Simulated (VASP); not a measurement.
ZnAu, 2 atoms in the cell. The structure is cubic, space group Pm-3m (No. 221). Conventional cell: a = 3.150 Å, b = 3.150 Å, c = 3.150 Å, α = 90.00°, β = 90.00°, γ = 90.00°. Zn (site symmetry m-3m) has 8 Au at 2.73 Å and 6 Zn at 3.15 Å within 3.6 Å. Au (site symmetry m-3m) has 8 Zn at 2.73 Å and 6 Au at 3.15 Å within 3.6 Å. 

* Program: VASP 6.6.1
* Task: single point
* Functional: PBE
* Potentials or basis: VASP PAW PBE potentials, release 64 (Zn, Au)
* Cutoff: 520 eV
* k mesh: 6 × 6 × 6
* Occupations: methfessel-paxton, width 0.0037 eV
* Spin: no spin polarisation
* Dipole correction: no
* Further INCAR settings: ALGO = Normal; EDIFF = 1e-06; NBANDS = 18

Potentials or basis: VASP PAW PBE potentials, release 64 (Zn, Au).

Run with:

```bash
$ cat potpaw_PBE.64/Zn/POTCAR potpaw_PBE.64/Au/POTCAR > POTCAR
$ mpirun -np 1 vasp_std > vasp.out
```

Hardware: 1 thread of AMD EPYC 7R13 Processor (Zen 3) (shared host).

Problem. Estimate the wall time of this run.

Solution. Run time: 6.6 s on 1 thread of AMD EPYC 7R13 Processor (Zen 3), on a shared host, peak memory 0.11 GiB. Counts: scf iterations 11, k points 20.
